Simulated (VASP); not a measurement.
# Ga3Se (Cmmm) in VASP: single point with PBEsol+D3(BJ)

Aim: the single point of Ga3Se with PBEsol+D3(BJ).

Everything below comes from runs of VASP 6.6.1. Logs are shortened: lines on timing, memory, paths and dates and some standing lists are left out, and cuts for length are marked.

### Step 1. The cell of the first run

The structure is orthorhombic, space group Cmmm (No. 65). The conventional cell has a = 5.930 Å, b = 6.020 Å, c = 4.225 Å, α = 90.00°, β = 90.00°, γ = 90.00°. Within 3.9 Å of Ga (site symmetry 2/m) lie 8 Ga at 2.97 to 3.01 Å and 4 Se at 2.99 Å. Ga (site symmetry mmm) has 4 Se at 2.97 to 3.01 Å and 8 Ga at 2.99 Å within 3.9 Å. Se (site symmetry mmm) has 12 Ga at 2.97 to 3.01 Å within 3.9 Å.

### Step 2. Single point, PBEsol+D3(BJ) (strain +0.0150 x Voigt [0, 0, 0, 0, 0, 1])

Input file INCAR:

```
PREC     = Accurate       # precision mode
ENCUT    = 520            # plane-wave cutoff, eV
EDIFF    = 1E-7           # SCF threshold, eV
ISMEAR   = 0              # smearing method
SIGMA    = 0.15           # smearing width, eV
LREAL    = False          # projectors in reciprocal space
LASPH    = True           # aspherical terms in the spheres
NELM     = 80             # most SCF steps
ALGO     = Normal         # electronic algorithm
ISIF     = 2              # what is computed and relaxed
LWAVE    = False          # write WAVECAR
LCHARG   = False          # write CHGCAR
GGA      = PS             # functional
IVDW     = 12             # dispersion correction
NBANDS   = 30             # bands
```

Input file KPOINTS:

```
Automatic mesh
0
Gamma
  12 12 12
```

Input file POSCAR:

```
Ga3Se
1.0
    4.2249181734      0.0316868863      0.0000000000
    0.0316868863      4.2249181734      0.0000000000
    0.0000000000      0.0000000000      4.2249181734
Ga Se
3 1
Direct
    0.0000000000      0.5000000000      0.5000000000
    0.5000000000      0.0000000000      0.5000000000
    0.5000000000      0.5000000000      0.0000000000
    0.0000000000      0.0000000000      0.0000000000
```

Potentials or basis: VASP PAW PBE potentials, release 64 (Ga_d, Se).

Launch:

```
cat potpaw_PBE.64/Ga_d/POTCAR potpaw_PBE.64/Se/POTCAR > POTCAR
mpirun -np 1 vasp_std > vasp.out
```

OUTCAR:

```text
PREC = Accurate
   ENCUT = 520
   EDIFF = 1E-7
   ISMEAR = 0
   LREAL = False
   LASPH = True
   NELM = 80
   ISIF = 2
   GGA = PS
   IVDW = 12
 IVDW          = 12

 ion  position               nearest neighbor table
   1  0.000  0.500  0.500-
   2  0.500  0.000  0.500-
   3  0.500  0.500  0.000-
   4  0.000  0.000  0.000-

  LATTYP: Found a base centered orthorhombic cell.
 ALAT       =     5.9301245564
 B/A-ratio  =     1.0151133501
 C/A-ratio  =     0.7124501574

  Lattice vectors:

 A1 = (  -0.0316868863,  -4.2249181734,   0.0000000000)
 A2 = (   4.2249181734,   0.0316868863,   0.0000000000)
 A3 = (   0.0000000000,   0.0000000000,   4.2249181734)

Analysis of symmetry for initial positions (statically):
=====================================================================
 Subroutine PRICEL returns:
 Original cell was already a primitive cell.

 Routine SETGRP: Setting up the symmetry group for a
 base centered orthorhombic supercell.

 Subroutine GETGRP returns: Found  8 space group operations
 (whereof  8 operations were pure point group operations)
 out of a pool of  8 trial point group operations.

The static configuration has the point symmetry D_2h.

Analysis of symmetry for dynamics (positions and initial velocities):
=====================================================================
 Subroutine PRICEL returns:
 Original cell was already a primitive cell.

 Routine SETGRP: Setting up the symmetry group for a
 base centered orthorhombic supercell.

 Subroutine GETGRP returns: Found  8 space group operations
 (whereof  8 operations were pure point group operations)
 out of a pool of  8 trial point group operations.

The dynamic configuration has the point symmetry D_2h.

 Subroutine INISYM returns: Found  8 space group operations
 (whereof  8 operations are pure point group operations),
 and found     1 'primitive' translations

----------------------------------------------------------------------------------------

                                     Primitive cell

  volume of cell :      75.4103

  direct lattice vectors                    reciprocal lattice vectors
     4.224918173  0.031686886  0.000000000     0.236704289 -0.001775282  0.000000000
     0.031686886  4.224918173  0.000000000    -0.001775282  0.236704289  0.000000000
     0.000000000  0.000000000  4.224918173     0.000000000  0.000000000  0.236690975
[... 86 lines left out ...]
   ENCUT  =  520.0 eV  38.22 Ry    6.18 a.u.   7.86  7.86  7.86*2*pi/ulx,y,z
   NELM   =     80;   NELMIN=  2; NELMDL= -5     # of ELM steps
   EDIFF  = 0.1E-06   stopping-criterion for ELM
   LREAL  =      F    real-space projection
   EDIFFG = 0.1E-05   stopping-criterion for IOM
   NSW    =      0    number of steps for IOM
   IBRION =     -1    ionic relax: 0-MD 1-quasi-New 2-CG
   NFREE  =      0    steps in history (QN), initial steepest desc. (CG)
   ISIF   =      2    stress and relaxation
   ISYM   =      2    0-nonsym 1-usesym 2-fastsym
   POTIM  = 0.5000    time-step for ionic-motion
   TEBEG  =    0.0;   TEEND  =   0.0 temperature during run
   PSTRESS=    0.0 pullay stress
   NELECT =      45.0000    total number of electrons
   NUPDOWN=      -1.0000    fix difference up-down
   EMIN   =  10.00;   EMAX   =-10.00  energy-range for DOS
   EFERMI =   0.00;   METHOD = LEGACY
   ISMEAR =     0;   SIGMA  =   0.15  broadening in eV -4-tet -1-fermi 0-gaus
   EFERMI_NEDOS =   21; number of points for ismear=-14 and -15
   IALGO  =     38    algorithm
   IMIX   =      4    mixing-type and parameters
     AMIX     =   0.40;   BMIX     =  1.00
     AMIX_MAG =   1.60;   BMIX_MAG =  1.00
  volume/ion in A,a.u.               =      18.85       127.22
  Fermi-wavevector in a.u.,A,eV,Ry     =   1.378274  2.604560 25.846154  1.899639
  Thomas-Fermi vector in A             =   2.503350
   LORBIT       =      0    0 simple, 1 ext, 2 COOP (PROOUT), +10 PAW based schemes
   GGA     = PS    functional components
   LHFCALC =     F    Hartree Fock is set to
   AEXX    =    0.0000 exact exchange contribution
   IVDW    =    12    specifies the selected vdW correction
   LEPSILON=     F    determine dielectric tensor
   LRPA    =     F    only Hartree local field effects (RPA)
 non-spin polarized calculation
 Gauss-broadening in eV      SIGMA  =   0.15
  energy-cutoff  :      520.00
  volume of cell :       75.41
 maximum number of plane-waves:      2051
   NGX = 15   NGY = 15   NGZ = 15

 number of electron      44.9999968 magnetization

 Free energy of the ion-electron system (eV)
  ---------------------------------------------------
  ext. energy  EPLUGINS =         0.00000000
  ---------------------------------------------------
  free energy    TOTEN  =       -14.00695254 eV

  energy without entropy =      -13.99002391  energy(sigma->0) =      -13.99848822

 E-fermi :   5.8548     XC(G=0): -11.1041

 val. band max:        5.8546607178   @ k =  -0.1667   0.0833   0.2500
 cond. band min:       5.8636868787   @ k =  -0.4167   0.1667   0.3333
 fundamental gap:      0.0090261609
 Fermi energy:         5.8547574709

 k-point     1 :       0.0000    0.0000    0.0000
  band No.  band energies     occupation
      1      -9.3151      2.00000
      2      -9.2004      2.00000
      3      -9.1984      2.00000
      4      -9.1964      2.00000
      5      -9.1280      2.00000
      6      -9.1277      2.00000
[... 781 lines left out ...]
     29      11.5836      0.00000
     30      11.6340      0.00000

 [... further k-points ...]

------------------------ aborting loop because EDIFF is reached ----------------------------------------

 Edisp (eV)   -1.29483

 E8    (eV) :    -0.8763

  FORCE on cell =-STRESS in cart. coord.  units (eV):
  Direction    XX          YY          ZZ          XY          YZ          ZX
  --------------------------------------------------------------------------------------
  -------------------------------------------------------------------------------------
  Total       0.11104     0.11104     0.09301     0.00491     0.00000     0.00000
  in kB       2.35911     2.35911     1.97609     0.10440     0.00000     0.00000
  external pressure =        2.23 kB  Pullay stress =        0.00 kB

 VOLUME and BASIS-vectors are now :
 -----------------------------------------------------------------------------
  energy-cutoff  :      520.00
  volume of cell :       75.41
      direct lattice vectors                 reciprocal lattice vectors
     4.224918173  0.031686886  0.000000000     0.236704289 -0.001775282  0.000000000
     0.031686886  4.224918173  0.000000000    -0.001775282  0.236704289  0.000000000
     0.000000000  0.000000000  4.224918173     0.000000000  0.000000000  0.236690975

 POSITION                                       TOTAL-FORCE (eV/Angst)
 -----------------------------------------------------------------------------------
      0.01584      2.11246      2.11246        -0.000000      0.000000      0.000000
      2.11246      0.01584      2.11246        -0.000000      0.000000      0.000000
      2.12830      2.12830      0.00000         0.000000      0.000000      0.000000
      0.00000      0.00000      0.00000        -0.000000      0.000000      0.000000
 -----------------------------------------------------------------------------------
    total drift:                                0.000000     -0.000000     -0.000000

  FREE ENERGIE OF THE ION-ELECTRON SYSTEM (eV)
  ---------------------------------------------------
  free  energy   TOTEN  =       -15.3017782647 eV

  energy  without entropy=      -15.2848496347  energy(sigma->0) =      -15.29331395
```

stdout:

```text
POSCAR found type information on POSCAR GaSe
 POSCAR found :  2 types and       4 ions
 scaLAPACK will be used
 -----------------------------------------------------------------------------
|                                                                             |
|                                                                             |
|     You enforced a specific xc type in the INCAR file but a different       |
|     I HOPE YOU KNOW WHAT YOU ARE DOING!                                     |
|                                                                             |
 -----------------------------------------------------------------------------

 LDA part: xc-table for (Slater+PW92), standard interpolation
 POSCAR, INCAR and KPOINTS ok, starting setup
 FFT: planning ... GRIDC
 FFT: planning ... GRID_SOFT
 FFT: planning ... GRID
 WAVECAR not read
 entering main loop
```

It took 2.5 min on 1 thread of Intel Xeon 6975P-C (Granite Rapids), shared host; peak memory 0.61 GiB.

Results:

```
Free energy                : -15.3018 eV
Pressure                   : 0.2 GPa
Dispersion energy per atom : -0.324 eV
```

Levels at points of the mesh, in eV from the Fermi level:
| k point | band 21 | band 22 | band 23 | band 24 | band 25 | band 26 |
| --- | --- | --- | --- | --- | --- | --- |
| (0.00, 0.00, 0.00) | -2.68 | -2.68 | 1.65 | 1.78 | 1.90 | 4.62 |
| (0.50, 0.00, 0.00) | -1.67 | -1.19 | -0.56 | -0.56 | 0.83 | 4.61 |
| (0.50, 0.50, 0.00) | -0.99 | -0.48 | -0.42 | 1.46 | 1.58 | 1.71 |
| (0.00, 0.00, 0.50) | -1.67 | -1.19 | -0.62 | -0.51 | 0.83 | 4.45 |
| (0.50, 0.00, 0.50) | -0.99 | -0.45 | -0.44 | 1.46 | 1.52 | 1.77 |
| (0.50, 0.50, 0.50) | -5.26 | -5.17 | -4.12 | 4.54 | 4.62 | 4.71 |

Caveat: the cell differs from its parent crystal (strain +0.0150 x Voigt [0, 0, 0, 0, 0, 1]); the PAW data sets were made with another functional, which shifts forces and pressure a little; pairwise dispersion overbinds metals, which lowers pressure and volume.
